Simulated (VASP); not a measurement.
Set up this calculation in VASP 6.6.1, as the native input.

- Task: single point
- Functional: PBE
- Potentials or basis: VASP PAW PBE potentials, release 64 (Li_sv, Zr_sv, N)
- Cutoff: 750 eV
- k mesh: 3 × 3 × 3
- Occupations: gaussian, width 0.15 eV
- Spin: no spin polarisation
- Dipole correction: no
- Further INCAR settings: ALGO = Normal; EDIFF = 1e-06; NBANDS = 24

The structure of Li3ZrN2 lies in POSCAR:

```
Li3ZrN2
1.0
    4.8402244686      0.0000000000      0.0000000000
    0.0000000000      4.8402244686      0.0000000000
    0.0000000000      0.0000000000      3.2876718943
Li Zr N
3 1 2
Direct
    0.5000000000      0.0000000000      0.5000000000
    0.0000000000      0.5000000000      0.5000000000
    0.5000000000      0.5000000000      0.5000000000
    0.0000000000      0.0000000000      0.5000000000
    0.5000000000      0.0000000000      0.0000000000
    0.0000000000      0.5000000000      0.0000000000
```

One way to write it, as run:

INCAR

```
ALGO = Normal
EDIFF = 1E-6
ENCUT = 750
GGA = PE
GGA_COMPAT = False
ISIF = 2
ISMEAR = 0
LASPH = True
LCHARG = False
LREAL = False
LWAVE = False
NBANDS = 24
NELM = 120
PREC = Accurate
SIGMA = 0.15
```

KPOINTS

```
k-points
0
Gamma
  3 3 3
```

Potentials or basis: VASP PAW PBE potentials, release 64 (Li_sv, Zr_sv, N).

Launch:

```console
$ cat potpaw_PBE.64/Li_sv/POTCAR potpaw_PBE.64/Zr_sv/POTCAR potpaw_PBE.64/N/POTCAR > POTCAR
$ mpirun -np 1 vasp_std > vasp.out
```

It gave:

```
Pressure : 0.1 GPa
```

Caveat: the k points lie up to 0.64 Å⁻¹ apart.

It took 44 s on 1 thread of Intel Xeon 8259CL, on a shared host, peak memory 0.24 GiB.
